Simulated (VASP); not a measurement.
# SiO2: single point with PBE

The system is SiO2.

```
Si O
1.0
     4.33120    0.00000    0.00000
     0.00000    4.33120    0.00000
     0.00000    0.00000    3.01250
Si O
2 4
Direct
  0.50000 0.50000 0.50000
  0.00000 0.00000 0.00000
  0.69301 0.69301 0.00000
  0.19301 0.80699 0.50000
  0.30699 0.30699 0.00000
  0.80699 0.19301 0.50000
```

- Program: VASP 6.6.1
- Task: single point
- Functional: PBE
- Potentials or basis: VASP PAW PBE potentials, release 64 (Si, O)
- Cutoff: 520 eV
- k mesh: 6 × 6 × 8
- Occupations: gaussian, width 0.05 eV
- Spin: no spin polarisation

The pressure is -35.1 GPa, the largest force is 0.135 eV/Å and the band gap on the k mesh is 2.18 eV, direct.

Forces on the atoms (eV/Å):
```
Si   0.000  0.000  0.000
Si   0.000  0.000  0.000
O    0.095  0.095  0.000
O    0.095 -0.095  0.000
O   -0.095 -0.095  0.000
O   -0.095  0.095  0.000
```

Stress tensor (GPa, compression positive):
```
-24.62   0.00   0.00
  0.00 -24.62   0.00
  0.00   0.00 -56.03
```

Levels at points of the mesh, in eV from the valence-band top:
| k point | band 12 | band 13 | band 14 | band 15 | band 16 | band 17 | band 18 | band 19 | band 20 | band 21 |
| --- | --- | --- | --- | --- | --- | --- | --- | --- | --- | --- |
| (0.00, 0.00, 0.00) | -2.84 | -2.52 | -0.66 | -0.66 | 0.00 | 2.18 | 4.74 | 6.06 | 6.06 | 8.90 |
| (0.50, 0.00, 0.00) | -3.00 | -2.45 | -2.45 | -0.79 | -0.79 | 4.83 | 4.83 | 6.76 | 6.76 | 10.41 |
| (0.50, 0.50, 0.00) | -2.98 | -2.41 | -2.41 | -1.45 | -1.45 | 4.60 | 4.60 | 7.57 | 7.57 | 11.50 |
| (0.00, 0.00, 0.50) | -3.79 | -2.39 | -2.39 | -1.97 | -1.97 | 6.68 | 6.68 | 10.76 | 10.76 | 11.06 |
| (0.50, 0.00, 0.50) | -3.11 | -1.68 | -1.68 | -1.25 | -1.25 | 6.73 | 6.73 | 8.44 | 8.44 | 11.12 |
| (0.50, 0.50, 0.50) | -3.66 | -1.23 | -1.23 | -1.07 | -1.07 | 5.15 | 5.15 | 9.84 | 9.84 | 10.49 |

Run time: 40 s on 1 thread of Intel(R) Xeon(R) 6975P-C (Granite Rapids) (shared host), peak memory 0.18 GiB.
